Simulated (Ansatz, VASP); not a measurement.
One calculation of SiNi, two programs

The input INCAR:

```
  PREC = Accurate
  ENCUT = 520
  EDIFF = 1E-6
  ISMEAR = -1
  SIGMA = 0.05
  LREAL = F
  LASPH = T
  NELM = 150
  ALGO = Normal
  ISIF = 2
  LWAVE = F
  LCHARG = F
  ISPIN = 2
  MAGMOM = 1 1 1 1 0 0 0 0
  LORBIT = 11
  LMAXMIX = 4
  GGA = PS
  NBANDS = 42
```

KPOINTS

```
Automatic mesh
0
Gamma
  5 7 4
```

Contents of POSCAR:

```
SiNi
1.0
    5.0696380000      0.0000000000      0.0000000000
    0.0000000000      3.2713380000      0.0000000000
    0.0000000000      0.0000000000      5.6049000000
Ni Si
4 4
Direct
    0.9922100000      0.7500000000      0.8124800000
    0.5077900000      0.2500000000      0.3124800000
    0.4922100000      0.7500000000      0.6875200000
    0.0077900000      0.2500000000      0.1875200000
    0.6787200000      0.2500000000      0.9175000000
    0.8212800000      0.7500000000      0.4175000000
    0.1787200000      0.2500000000      0.5825000000
    0.3212800000      0.7500000000      0.0825000000
```

input.yaml

```yaml
crystal:
  lattice:
    - [5.069638, 0.0, 0.0]
    - [0.0, 3.271338, 0.0]
    - [0.0, 0.0, 5.6049]
  atoms:
    - { symbol: Ni, position: [0.99221, 0.75, 0.81248], spin: 1.0 }
    - { symbol: Ni, position: [0.50779, 0.25, 0.31248], spin: 1.0 }
    - { symbol: Ni, position: [0.49221, 0.75, 0.68752], spin: 1.0 }
    - { symbol: Ni, position: [0.00779, 0.25, 0.18752], spin: 1.0 }
    - { symbol: Si, position: [0.67872, 0.25, 0.9175] }
    - { symbol: Si, position: [0.82128, 0.75, 0.4175] }
    - { symbol: Si, position: [0.17872, 0.25, 0.5825] }
    - { symbol: Si, position: [0.32128, 0.75, 0.0825] }
hamiltonian:
  xc: pbesol
  pseudopotentials: { kind: paw }
magnetization:
  spin_polarized: true
kpoints:
  mp_grid: { grid: [5, 7, 4] }
scf:
  occupations: { method: fermi_dirac, width: 0.05 }
output:
  forces: true
  stress: true
  eigenvalues: true
```

Alike in both runs: task single point; functional PBEsol; k mesh 5 × 7 × 4; occupations fermi-dirac, width 0.05 eV; collinear spin.

|  | VASP | Ansatz |
| --- | --- | --- |
| version | VASP 6.6.1 | Ansatz 0.2.0 |
| potentials or method | VASP PAW PBE potentials, release 64 (Ni, Si) | Ansatz PAW |
| plane-wave cutoff (eV) | 520 | 420 |
| valence electrons in the cell | 56 | 88 |

Ansatz gave:

| Item | Value |
| --- | --- |
| gap on the k mesh at the Fermi level (eV) | none |
| pressure (GPa) | 3.5 |
| traceless stress, the component that is largest in VASP (GPa) | -2.60 |
| rms of the force components (eV/Å) | 0.024 |
| net moment per atom (μB) | 0.00 |

Question: What did VASP give for the same quantities?

Answer: gap on the k mesh at the Fermi level (eV): none; pressure (GPa): 3.7; traceless stress, the component that is largest in VASP (GPa): -2.54; rms of the force components (eV/Å): 0.028; net moment per atom (μB): 0.00.

VASP's potentials were made for PBE, not for PBEsol. Atom by atom the forces differ by 0.005 eV/Å (rms over components). A gap of «none» marks a metal or a gap that the smearing closes. VASP's potentials hold 56 valence electrons a cell and Ansatz's 88, so a difference there can come from the potentials and not from the codes.
